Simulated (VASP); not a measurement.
# EuFe (Pm-3m) in VASP: a series of runs, part 2 of 2

VASP 6.6.1.

### Step 3. Single point, PBEsol, collinear spin, ferrimagnetic start (volume scaled by 1.040)

Input file INCAR:

```
PREC = Accurate
ENCUT = 520
EDIFF = 1E-6
ISMEAR = 0
SIGMA = 0.05
LREAL = F
LASPH = T
NELM = 150
ALGO = Normal
ISIF = 2
LWAVE = F
LCHARG = T
ISPIN = 2
MAGMOM = 7.36 -2.7
LORBIT = 11
LMAXMIX = 6
GGA = PS
LELF = T
LVHAR = T
NBANDS = 24
```

Input file KPOINTS:

```
regular mesh
0
Gamma
  8 8 8
```

Input file POSCAR:

```
EuFe
1.0
    3.4421388476      0.0000000000      0.0000000000
    0.0000000000      3.4421388476      0.0000000000
    0.0000000000      0.0000000000      3.4421388476
Eu Fe
1 1
Direct
    0.0000000000      0.0000000000      0.0000000000
    0.5000000000      0.5000000000      0.5000000000
```

Potentials or basis: VASP PAW PBE potentials, release 64 (Eu, Fe).

The run is started by

```bash
$ cat potpaw_PBE.64/Eu/POTCAR potpaw_PBE.64/Fe/POTCAR > POTCAR
$ mpirun -np 1 vasp_std > vasp.out
```

OUTCAR:

```text
PREC = Accurate
   ENCUT = 520
   EDIFF = 1E-6
   ISMEAR = 0
   LREAL = F
   LASPH = T
   NELM = 150
   ISIF = 2
   ISPIN = 2
   LORBIT = 11
   GGA = PS

 ion  position               nearest neighbor table
   1  0.000  0.000  0.000-   2 2.98   2 2.98   2 2.98   2 2.98   2 2.98   2 2.98   2 2.98   2 2.98

   2  0.500  0.500  0.500-   1 2.98   1 2.98   1 2.98   1 2.98   1 2.98   1 2.98   1 2.98   1 2.98

  LATTYP: Found a simple cubic cell.
 ALAT       =     3.4421388476

  Lattice vectors:

 A1 = (   3.4421388476,   0.0000000000,   0.0000000000)
 A2 = (   0.0000000000,   3.4421388476,   0.0000000000)
 A3 = (   0.0000000000,   0.0000000000,   3.4421388476)

Analysis of symmetry for initial positions (statically):
=====================================================================
 Subroutine PRICEL returns:
 Original cell was already a primitive cell.

 Routine SETGRP: Setting up the symmetry group for a
 simple cubic supercell.

[... 840 lines left out ...]
 spin component 2

 k-point     1 :       0.0000    0.0000    0.0000
  band No.  band energies     occupation
      1     -34.3013      1.00000
      2     -13.3899      1.00000
      3     -13.3899      1.00000
      4     -13.3899      1.00000
      5      -1.4760      1.00000
      6       0.7014      1.00000
[... 637 lines left out ...]
     23      13.3680      0.00000
     24      13.4510      0.00000

 [... further k-points ...]
[... 5 lines left out ...]
  --------------------------------------------------------------------------------------
  -------------------------------------------------------------------------------------
  Total       -0.4855266     -0.4855266     -0.4855266      0.0000000      0.0000000      0.0000000
  in kB      -19.0738529    -19.0738529    -19.0738529      0.0000000      0.0000000      0.0000000
  external PRESSURE =     -19.0738529 kB  Pullay stress =       0.0000000 kB

 VOLUME and BASIS-vectors are now :
 -----------------------------------------------------------------------------
  energy-cutoff  :      520.00
  volume of cell :       40.78
      direct lattice vectors                 reciprocal lattice vectors
     3.442138848  0.000000000  0.000000000     0.290517043  0.000000000  0.000000000
     0.000000000  3.442138848  0.000000000     0.000000000  0.290517043  0.000000000
     0.000000000  0.000000000  3.442138848     0.000000000  0.000000000  0.290517043

 POSITION                                       TOTAL-FORCE (eV/Angst)
 -----------------------------------------------------------------------------------
      0.00000      0.00000      0.00000         0.000000      0.000000      0.000000
      1.72107      1.72107      1.72107         0.000000      0.000000      0.000000
 -----------------------------------------------------------------------------------
    total drift:                                0.000000      0.000000      0.000000

  FREE ENERGIE OF THE ION-ELECTRON SYSTEM (eV)
  ---------------------------------------------------
  free  energy   TOTEN  =       -19.8486154029 eV

  energy  without entropy=      -19.8441236171  energy(sigma->0) =      -19.84636951

 total charge

# of ion       s       p       d       f       tot
--------------------------------------------------
    1        2.083   5.668   0.624   6.420  14.795
    2        0.516   0.218   6.221   0.000   6.955
--------------------------------------------------
tot          2.599   5.887   6.845   6.420  21.750

 magnetization (x)

# of ion       s       p       d       f       tot
--------------------------------------------------
    1        0.016  -0.073   0.266   6.373   6.582
    2       -0.054   0.057  -2.467   0.000  -2.464
--------------------------------------------------
tot         -0.037  -0.016  -2.201   6.373   4.118
```

OSZICAR:

```text
N       E                     dE             d eps       ncg     rms          rms(c)
DAV:   1     0.136336742760E+03    0.13634E+03   -0.89164E+03  4464   0.447E+03
DAV:   2     0.249040193179E+01   -0.13385E+03   -0.11648E+03  4288   0.360E+02
[... 14 lines left out ...]
DAV:  17    -0.198487801626E+02   -0.14210E-03   -0.14205E-03  5608   0.713E-01    0.105E+00
DAV:  18    -0.198486787365E+02    0.10143E-03   -0.44222E-04  6320   0.416E-01    0.708E-01
DAV:  19    -0.198486222944E+02    0.56442E-04   -0.71333E-05  5728   0.126E-01    0.191E-01
DAV:  20    -0.198486189212E+02    0.33732E-05   -0.10324E-04  4608   0.238E-01    0.780E-02
DAV:  21    -0.198486153721E+02    0.35490E-05   -0.14700E-05  5896   0.731E-02    0.314E-02
DAV:  22    -0.198486154029E+02   -0.30800E-07   -0.14018E-06  2648   0.239E-02
   1 F= -.19848615E+02 E0= -.19846370E+02  d E =-.449179E-02  mag=     4.6970
```

stdout:

```text
POSCAR found type information on POSCAR EuFe
 POSCAR found :  2 types and       2 ions
 scaLAPACK will be used
 -----------------------------------------------------------------------------
|                                                                             |
|                                                                             |
|     You enforced a specific xc type in the INCAR file but a different       |
|     I HOPE YOU KNOW WHAT YOU ARE DOING!                                     |
|                                                                             |
 -----------------------------------------------------------------------------

 LDA part: xc-table for (Slater+PW92), standard interpolation
 POSCAR, INCAR and KPOINTS ok, starting setup
 FFT: planning ... GRIDC
 FFT: planning ... GRID_SOFT
 FFT: planning ... GRID
 WAVECAR not read
 entering main loop
```

It took 3.9 min on 1 thread of Oxide Virtual Turin-like, shared host; peak memory 0.19 GiB.

Results:

- Free energy: -19.8486 eV
- Pressure: -1.9 GPa
- Net moment: 4.70 μB per cell
- Site moments: Eu +6.58; Fe -2.46 μB
- Valence electrons inside the program's atomic spheres: Eu 14.79; Fe 6.96

Caveat: the PAW data sets were made with another functional, which shifts forces and pressure a little.
